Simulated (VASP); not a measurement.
# H: single point with PBE

The system is H.

```
H
1.0
     1.66581   -2.74695   -0.00524
     1.61134    2.71408    0.00071
    -0.00869    0.00688    6.29344
H
4
Direct
  0.56625 0.42065 0.99773
  0.42584 0.54624 0.00699
  0.40303 0.56025 0.50085
  0.57706 0.40486 0.50551
```

```json
{
  "Program": "VASP 6.6.1",
  "Task": "single point",
  "Functional": "PBE",
  "Potentials or basis": "VASP PAW PBE potentials, release 64 (H)",
  "Cutoff": "520 eV",
  "k mesh": "1 × 1 × 1",
  "Occupations": "gaussian, width 0.02 eV",
  "Spin": "no spin polarisation"
}
```

* Pressure: -15.3 GPa
* Largest force: 3.118 eV/Å
* Band gap on the k mesh: 10.70 eV

Forces on the atoms (eV/Å):
```
H    0.116 -3.111 -0.180
H   -0.116  3.111  0.181
H    0.056 -0.676  0.065
H   -0.056  0.676 -0.066
```

Stress tensor (GPa, compression positive):
```
-24.21  -0.48   0.01
 -0.48 -23.25   0.55
  0.01   0.55   1.62
```

Levels at points of the mesh, in eV from the valence-band top:
| k point | band 1 | band 2 | band 3 | band 4 | band 5 | band 6 | band 7 |
| --- | --- | --- | --- | --- | --- | --- | --- |
| (0.00, 0.00, 0.00) | -0.84 | 0.00 | 10.70 | 13.84 | 16.28 | 18.28 | 18.57 |

It took 2.9 s on 1 thread of Intel(R) Xeon(R) 6975P-C (Granite Rapids), on a shared host, peak memory 0.14 GiB.

Caveat: the k points lie up to 2.26 Å⁻¹ apart; forces of over 1 eV/Å act on the atoms, so gaps and moduli don't describe the material at rest. A k mesh can miss the band edges.
